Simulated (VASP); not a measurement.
# BiN (P6_3/mmc) in VASP: notebook

Runs on BiN. Level: PBEsol. Tasks: single point, relaxation of shape and atoms at fixed volume.

Everything below comes from runs of VASP 6.6.1. Logs are shortened: lines on timing, memory, paths and dates and some standing lists are left out, and cuts for length are marked.

## Step 1: The cell of the first run

Symmetry: P6_3/mmc, No. 194, hexagonal system. The conventional cell has a = 3.545 Å, b = 3.545 Å, c = 6.398 Å, α = 90.00°, β = 90.00°, γ = 120.00°. Bi (site symmetry -3m) has 6 N at 2.60 Å and 2 Bi at 3.20 Å within 3.4 Å. N (site symmetry -6m2) has 6 Bi at 2.60 Å within 3.4 Å.

## Step 2: Single point, PBEsol (17.41 Å³/atom)

File INCAR:

```
PREC = Accurate ; ENCUT = 520
EDIFF = 1E-6 ; ISMEAR = 0
SIGMA = 0.05 ; LREAL = F
LASPH = T ; NELM = 80
ALGO = Normal ; ISIF = 2
LWAVE = F ; LCHARG = T
GGA = PS ; LELF = T
LVHAR = T ; NBANDS = 28
```

File KPOINTS:

```
regular mesh
0
Gamma
  10 10 6
```

File POSCAR:

```
BiN
1.0
    3.5452841185      0.0000000000      0.0000000000
   -1.7726420592      3.0703061102      0.0000000000
    0.0000000000      0.0000000000      6.3982382698
Bi N
2 2
Direct
    0.0000000000      0.0000000000      0.0000000000
    0.0000000000      0.0000000000      0.5000000000
    0.3333333333      0.6666666667      0.2500000000
    0.6666666667      0.3333333333      0.7500000000
```

Potentials or basis: VASP PAW PBE potentials, release 64 (Bi_d, N).

On the command line:

```console
$ cat potpaw_PBE.64/Bi_d/POTCAR potpaw_PBE.64/N/POTCAR > POTCAR
$ mpirun -np 1 vasp_std > vasp.out
```

OUTCAR:

```text
PREC = Accurate
   ENCUT = 520
   EDIFF = 1E-6
   ISMEAR = 0
   LREAL = F
   LASPH = T
   NELM = 80
   ISIF = 2
   GGA = PS

 ion  position               nearest neighbor table
   1  0.000  0.000  0.000-   3 2.60   4 2.60   3 2.60   4 2.60   4 2.60   3 2.60   2 3.20   2 3.20

   2  0.000  0.000  0.500-   3 2.60   4 2.60   3 2.60   4 2.60   4 2.60   3 2.60   1 3.20   1 3.20

   3  0.333  0.667  0.250-   1 2.60   2 2.60   1 2.60   2 2.60   1 2.60   2 2.60
   4  0.667  0.333  0.750-   1 2.60   2 2.60   1 2.60   2 2.60   1 2.60   2 2.60

  LATTYP: Found a hexagonal cell.
 ALAT       =     3.5452841185
 C/A-ratio  =     1.8047180581

  Lattice vectors:

 A1 = (   3.5452841185,   0.0000000000,   0.0000000000)
 A2 = (  -1.7726420592,   3.0703061102,   0.0000000000)
 A3 = (   0.0000000000,   0.0000000000,   6.3982382698)

Analysis of symmetry for initial positions (statically):
=====================================================================
 Subroutine PRICEL returns:
 Original cell was already a primitive cell.

 Routine SETGRP: Setting up the symmetry group for a
 hexagonal supercell.

 Subroutine GETGRP returns: Found 24 space group operations
 (whereof 12 operations were pure point group operations)
 out of a pool of 24 trial point group operations.

The static configuration has the point symmetry D_3d.
 The point group associated with its full space group is D_6h.

Analysis of symmetry for dynamics (positions and initial velocities):
=====================================================================
 Subroutine PRICEL returns:
 Original cell was already a primitive cell.

 Routine SETGRP: Setting up the symmetry group for a
 hexagonal supercell.

 Subroutine GETGRP returns: Found 24 space group operations
 (whereof 12 operations were pure point group operations)
 out of a pool of 24 trial point group operations.

The dynamic configuration has the point symmetry D_3d.
 The point group associated with its full space group is D_6h.

 Subroutine INISYM returns: Found 24 space group operations
 (whereof 12 operations are pure point group operations),
 and found     1 'primitive' translations

----------------------------------------------------------------------------------------

                                     Primitive cell

  volume of cell :      69.6455

  direct lattice vectors                    reciprocal lattice vectors
     3.545284119  0.000000000  0.000000000     0.282064841  0.162850212  0.000000000
    -1.772642059  3.070306110  0.000000000     0.000000000  0.325700423  0.000000000
     0.000000000  0.000000000  6.398238270     0.000000000  0.000000000  0.156293023

  length of vectors
     3.545284119  3.545284118  6.398238270     0.325700423  0.325700423  0.156293023

  position of ions in fractional coordinates (direct lattice)
     0.000000000  0.000000000  0.000000000
     0.000000000  0.000000000  0.500000000
     0.333333333  0.666666667  0.250000000
     0.666666667  0.333333333  0.750000000

  ion indices of the primitive-cell ions
   primitive index   ion index
                 1           1
                 2           2
                 3           3
                 4           4

----------------------------------------------------------------------------------------

 KPOINTS: regular mesh

Automatic generation of k-mesh.
 Grid dimensions read from file:
 generate k-points for:   10   10    6

 Generating k-lattice:

  Cartesian coordinates                     Fractional coordinates (reciprocal lattice)
     0.028206484  0.016285021  0.000000000     0.100000000 -0.000000000  0.000000000
     0.000000000  0.032570042  0.000000000     0.000000000  0.100000000  0.000000000
     0.000000000  0.000000000  0.026048837     0.000000000  0.000000000  0.166666667

  Length of vectors
     0.032570042  0.032570042  0.026048837

  Shift w.r.t. Gamma in fractional coordinates (k-lattice)
     0.000000000  0.000000000  0.000000000

 Subroutine IBZKPT returns following result:
 ===========================================

 Found     56 irreducible k-points:

 Following reciprocal coordinates:
            Coordinates               Weight
  0.000000  0.000000  0.000000      1.000000
  0.100000  0.000000  0.000000      6.000000
  0.200000  0.000000  0.000000      6.000000
  0.300000  0.000000  0.000000      6.000000
  0.400000  0.000000  0.000000      6.000000
  0.500000  0.000000  0.000000      3.000000
[... 16 lines left out ...]
  0.300000  0.100000  0.166667     24.000000
  0.400000  0.100000  0.166667     24.000000
 [... further k-points ...]
   k-points           NKPTS =     56   k-points in BZ     NKDIM =     56   number of bands    NBANDS=     28
   number of dos      NEDOS =    301   number of ions     NIONS =      4
   total plane-waves  NPLWV =  37632
   dimension x,y,z NGX =    28 NGY =   28 NGZ =   48
   dimension x,y,z NGXF=    56 NGYF=   56 NGZF=   96
   ions per type =               2   2
   NGX,Y,Z   is equivalent  to a cutoff of  13.13, 13.13, 12.47 a.u.
   NGXF,Y,Z  is equivalent  to a cutoff of  26.26, 26.26, 24.94 a.u.
 SYSTEM =  unknown system
   PREC   = accura    normal or accurate (medium, high low for compatibility)
   ISTART =      0    job   : 0-new  1-cont  2-samecut
   ICHARG =      2    charge: 1-file 2-atom 10-const
   ISPIN  =      1    spin polarized calculation?
   LNONCOLLINEAR =      F non collinear calculations
   LSORBIT =      F    spin-orbit coupling
   LASPH  =      T    aspherical Exc in radial PAW
   ENCUT  =  520.0 eV  38.22 Ry    6.18 a.u.   6.59  6.59 11.90*2*pi/ulx,y,z
   NELM   =     80;   NELMIN=  2; NELMDL= -5     # of ELM steps
   EDIFF  = 0.1E-05   stopping-criterion for ELM
   LREAL  =      F    real-space projection
   EDIFFG = 0.1E-04   stopping-criterion for IOM
   NSW    =      0    number of steps for IOM
   IBRION =     -1    ionic relax: 0-MD 1-quasi-New 2-CG
   NFREE  =      0    steps in history (QN), initial steepest desc. (CG)
   ISIF   =      2    stress and relaxation
   ISYM   =      2    0-nonsym 1-usesym 2-fastsym
   POTIM  = 0.5000    time-step for ionic-motion
   TEBEG  =    0.0;   TEEND  =   0.0 temperature during run
   PSTRESS=    0.0 pullay stress
   NELECT =      40.0000    total number of electrons
   NUPDOWN=      -1.0000    fix difference up-down
   EMIN   =  10.00;   EMAX   =-10.00  energy-range for DOS
   EFERMI =   0.00;   METHOD = LEGACY
   ISMEAR =     0;   SIGMA  =   0.05  broadening in eV -4-tet -1-fermi 0-gaus
   EFERMI_NEDOS =   21; number of points for ismear=-14 and -15
   IALGO  =     38    algorithm
   IMIX   =      4    mixing-type and parameters
     AMIX     =   0.40;   BMIX     =  1.00
     AMIX_MAG =   1.60;   BMIX_MAG =  1.00
  volume/ion in A,a.u.               =      17.41       117.50
  Fermi-wavevector in a.u.,A,eV,Ry     =   1.360809  2.571556 25.195278  1.851801
  Thomas-Fermi vector in A             =   2.487439
   LORBIT       =      0    0 simple, 1 ext, 2 COOP (PROOUT), +10 PAW based schemes
   GGA     = PS    functional components
   LHFCALC =     F    Hartree Fock is set to
   AEXX    =    0.0000 exact exchange contribution
   IVDW    =     0    specifies the selected vdW correction
   LEPSILON=     F    determine dielectric tensor
   LRPA    =     F    only Hartree local field effects (RPA)
 non-spin polarized calculation
 Gauss-broadening in eV      SIGMA  =   0.05
  energy-cutoff  :      520.00
  volume of cell :       69.65
 maximum number of plane-waves:      1907
 NGX is ok and might be reduce to    28
   NGX = 13   NGY = 13   NGZ = 23

 number of electron      39.9999996 magnetization

 Free energy of the ion-electron system (eV)
  ---------------------------------------------------
  ext. energy  EPLUGINS =         0.00000000
  ---------------------------------------------------
  free energy    TOTEN  =       -22.45247713 eV

  energy without entropy =      -22.45077394  energy(sigma->0) =      -22.45162553

 E-fermi :   8.3525     XC(G=0): -11.2830

 val. band max:        8.3444744906   @ k =   0.3000   0.2000   0.0000
 cond. band min:       8.3526098881   @ k =   0.4000   0.0000   0.1667
 fundamental gap:      0.0081353976
 Fermi energy:         8.3525316559

 k-point     1 :       0.0000    0.0000    0.0000
  band No.  band energies     occupation
      1     -15.0502      2.00000
      2     -14.8645      2.00000
      3     -14.8645      2.00000
      4     -14.8464      2.00000
      5     -14.8464      2.00000
      6     -14.8083      2.00000
[... 20 lines left out ...]
     27      15.5555      0.00000
     28      17.2614      0.00000

 k-point     2 :       0.1000    0.0000    0.0000
  band No.  band energies     occupation
      1     -15.0444      2.00000
      2     -14.8669      2.00000
      3     -14.8521      2.00000
      4     -14.8484      2.00000
      5     -14.8348      2.00000
      6     -14.8201      2.00000
[... 20 lines left out ...]
     27      16.0347      0.00000
     28      16.2827      0.00000

 k-point     3 :       0.2000    0.0000    0.0000
  band No.  band energies     occupation
      1     -15.0306      2.00000
      2     -14.8740      2.00000
      3     -14.8555      2.00000
      4     -14.8488      2.00000
      5     -14.8227      2.00000
      6     -14.8121      2.00000
[... 20 lines left out ...]
     27      14.9189      0.00000
     28      17.1188      0.00000

 k-point     4 :       0.3000    0.0000    0.0000
  band No.  band energies     occupation
      1     -15.0169      2.00000
      2     -14.8958      2.00000
      3     -14.8676      2.00000
      4     -14.8666      2.00000
      5     -14.8238      2.00000
      6     -14.7766      2.00000
[... 578 lines left out ...]
     27      15.0458      0.00000
     28      18.2368      0.00000

 k-point    23 :       0.3000    0.1000    0.1667
  band No.  band energies     occupation
      1     -14.9865      2.00000
      2     -14.8982      2.00000
      3     -14.8641      2.00000
      4     -14.8626      2.00000
      5     -14.8243      2.00000
      6     -14.7617      2.00000
[... 20 lines left out ...]
     27      15.1220      0.00000
     28      17.6510      0.00000

 k-point    24 :       0.4000    0.1000    0.1667
  band No.  band energies     occupation
      1     -14.9827      2.00000
      2     -14.9141      2.00000
      3     -14.8701      2.00000
      4     -14.8600      2.00000
      5     -14.8292      2.00000
      6     -14.7625      2.00000
[... 20 lines left out ...]
     27      15.3201      0.00000
     28      17.3227      0.00000

 [... further k-points ...]

------------------------ aborting loop because EDIFF is reached ----------------------------------------

  FORCE on cell =-STRESS in cart. coord.  units (eV):
  Direction    XX          YY          ZZ          XY          YZ          ZX
  --------------------------------------------------------------------------------------
  -------------------------------------------------------------------------------------
  Total       -1.9274236     -1.9274236     -1.9325624     -0.0000000      0.0000000      0.0000000
  in kB      -44.3398917    -44.3398917    -44.4581074     -0.0000000      0.0000000      0.0000000
  external PRESSURE =     -44.3792970 kB  Pullay stress =       0.0000000 kB

 VOLUME and BASIS-vectors are now :
 -----------------------------------------------------------------------------
  energy-cutoff  :      520.00
  volume of cell :       69.65
      direct lattice vectors                 reciprocal lattice vectors
     3.545284119  0.000000000  0.000000000     0.282064841  0.162850212  0.000000000
    -1.772642059  3.070306110  0.000000000     0.000000000  0.325700423  0.000000000
     0.000000000  0.000000000  6.398238270     0.000000000  0.000000000  0.156293023

 POSITION                                       TOTAL-FORCE (eV/Angst)
 -----------------------------------------------------------------------------------
      0.00000      0.00000      0.00000        -0.000000     -0.000000     -0.000000
      0.00000      0.00000      3.19912        -0.000000     -0.000000     -0.000000
     -0.00000      2.04687      1.59956        -0.000000      0.000000      0.000000
      1.77264      1.02344      4.79868         0.000000     -0.000000     -0.000000
 -----------------------------------------------------------------------------------
    total drift:                                0.000000     -0.000000      0.000000

  FREE ENERGIE OF THE ION-ELECTRON SYSTEM (eV)
  ---------------------------------------------------
  free  energy   TOTEN  =       -22.4524771267 eV

  energy  without entropy=      -22.4507739414  energy(sigma->0) =      -22.45162553
```

Wall time 1.8 min (1 thread of Oxide Virtual Turin-like, shared host); peak memory 0.21 GiB.

What came out:

| Item | Value |
| --- | --- |
| Free energy | -22.4525 eV |
| Pressure | -4.4 GPa |
| Band gap on the k mesh | zero (bands 20 and 21 overlap by 1.03 eV) |

Levels at points of the mesh, in eV from the Fermi level:
```
           k point  band 17  band 18  band 19  band 20  band 21  band 22  band 23  band 24
(0.00, 0.00, 0.00)    -1.94    -1.31    -1.31    -0.98     0.96     4.04     4.04     4.86
(0.50, 0.00, 0.00)    -3.54    -1.49    -1.38    -1.04    -0.54     2.26     2.56     3.70
(0.00, 0.00, 0.50)    -1.62    -1.62    -1.62    -1.62     2.62     2.62     4.31     4.31
(0.50, 0.00, 0.50)    -2.99    -2.99    -2.73    -2.73     2.42     2.42     3.09     3.09
```

Caveat: the cell stands under tension; the PAW data sets were made with another functional, which shifts forces and pressure a little; spin-orbit coupling is left out, which moves the levels of the heavy elements.

(Continued in part 2 of 2.)

The gap in the log of VASP goes by the Fermi energy; the results here count the filled bands.